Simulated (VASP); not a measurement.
Write the native input for VASP 6.6.1 that does the following.

```yaml
Task: electric field gradients
Functional: PBEsol
Potentials_or_basis: VASP PAW PBE potentials, release 64 (Cu, Au)
Cutoff: 520 eV
k_mesh: 13 × 13 × 10
Occupations: fermi-dirac, width 0.05 eV
Spin: no spin polarisation
Dipole_correction: no
Further_INCAR_settings: ALGO = Normal; EDIFF = 1e-08; NBANDS = 18
```

The structure of CuAu lies in POSCAR:

```
CuAu
1.0
    2.7621575232      0.0000000000      0.0000000000
    0.0000000000      2.7621575232      0.0000000000
    0.0000000000      0.0000000000      3.6203993251
Cu Au
1 1
Direct
    0.5000000000      0.5000000000      0.5000000000
    0.0000000000      0.0000000000      0.0000000000
```

One way to write it, as run:

INCAR

```
PREC = Accurate
ENCUT = 520
EDIFF = 1E-8
ISMEAR = -1
SIGMA = 0.05
LREAL = F
LASPH = T
NELM = 100
ALGO = Normal
ISIF = 2
LWAVE = F
LCHARG = F
GGA = PS
LEFG = T
NBANDS = 18
```

KPOINTS

```
regular mesh
0
Gamma
  13 13 10
```

Potentials or basis: VASP PAW PBE potentials, release 64 (Cu, Au).

Command:

```console
$ cat potpaw_PBE.64/Cu/POTCAR potpaw_PBE.64/Au/POTCAR > POTCAR
$ mpirun -np 1 vasp_std > vasp.out
```

Results of the run:

```json
{
 "Pressure": "5.4 GPa",
 "Band gap on the k mesh": "zero (bands 11 and 12 overlap by 6.66 eV)",
 "Largest electric field gradient by atom": "Cu -14.7; Au +90.0 V/Å²"
}
```

Caveat: the cell stands under pressure; without QUAD_EFG the Cq values of the log hold for a quadrupole moment of 1 mb, not for the nuclei; the PAW data sets were made with another functional, which shifts forces and pressure a little; spin-orbit coupling is left out, which moves the levels of the heavy elements.

It took 83 s on 1 thread of Intel Xeon 8259CL, with other jobs on the host, peak memory 0.22 GiB.
